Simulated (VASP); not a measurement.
**Sb: single point with PBE**

System: Sb, a slab with vacuum.

```
Sb
1.0
     3.38805    0.00000    0.00000
     0.00000    3.38805    0.00000
     0.00000    0.00000   25.58290
Sb
5
Direct
  0.00000 0.00000 0.32088
  0.50000 0.50000 0.40303
  0.00000 0.00000 0.50000
  0.50000 0.50000 0.59697
  0.00000 0.00000 0.67912
```

```yaml
Program: VASP 6.6.1
Task: single point
Functional: PBE
Potentials_or_basis: VASP PAW PBE potentials, release 64 (Sb)
Cutoff: 400 eV
k_mesh: 10 × 10 × 1
Occupations: fermi-dirac, width 0.05 eV
Spin: no spin polarisation
```

```yaml
Largest_force: 0.008 eV/Å
Band_gap_on_the_k_mesh: zero (an odd number of electrons rules out a gap without spin polarisation)
```

Forces on the atoms (eV/Å):
```
Sb   0.000  0.000  0.008
Sb   0.000  0.000  0.001
Sb   0.000  0.000  0.000
Sb   0.000  0.000 -0.001
Sb   0.000  0.000 -0.008
```

Levels at points of the mesh, in eV from the Fermi level:
| k point | band 8 | band 9 | band 10 | band 11 | band 12 | band 13 | band 14 | band 15 |
| --- | --- | --- | --- | --- | --- | --- | --- | --- |
| (0.00, 0.00, 0.00) | 0.04 | 0.30 | 0.30 | 0.63 | 0.63 | 2.07 | 2.18 | 2.18 |
| (0.50, 0.00, 0.00) | -4.35 | -3.84 | -2.64 | -1.04 | 0.36 | 1.12 | 2.13 | 2.85 |
| (0.50, 0.50, 0.00) | -4.51 | -4.51 | -2.95 | -2.95 | -1.29 | -1.15 | -1.15 | -1.11 |

Run time: 4.6 min on 1 thread of Intel Xeon 8259CL, with other jobs on the host, peak memory 0.29 GiB.

Caveat: spin-orbit coupling is left out, which moves the levels of the heavy elements; an odd number of electrons without spin polarisation forces a metal; a magnetic or distorted state may lie lower.
